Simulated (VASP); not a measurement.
Runs of VASP 6.6.1 on Sb. The structure is that of space group Pm-3m (No. 221), or close to it. The cells are those of the table. 

```csv
cell,k mesh,gap on the mesh (eV),pressure (GPa)
"a = 3.211 Å, 1 atom",14 × 14 × 14,none,-4.3
"a = 2.981 Å, 1 atom",14 × 14 × 14,none,9.2
"a = 3.014 Å, 1 atom",14 × 14 × 14,none,6.3
"a = 3.110 Å, 1 atom",14 × 14 × 14,none,(a)
"a = 3.255, b = 3.243, c = 3.268 Å, angles 89.4, 90.5, 89.8°, 1 atom",12 × 12 × 12,none,(b)
```

Alike in all rows: task single point; level PBE; potentials or basis VASP PAW PBE potentials, release 64 (Sb); no spin polarisation; cutoff (eV) 520; smearing gaussian 0.1 eV.

Problem. Fill in the values left out.

Solution. (a) 0.0; (b) -5.4.

Caveats: spin-orbit coupling is left out, which moves the levels of the heavy elements.

A k mesh can miss the band edges, and the runs leave out spin-orbit coupling on Sb.

A gap of «none» marks levels without a gap at the run's occupations.
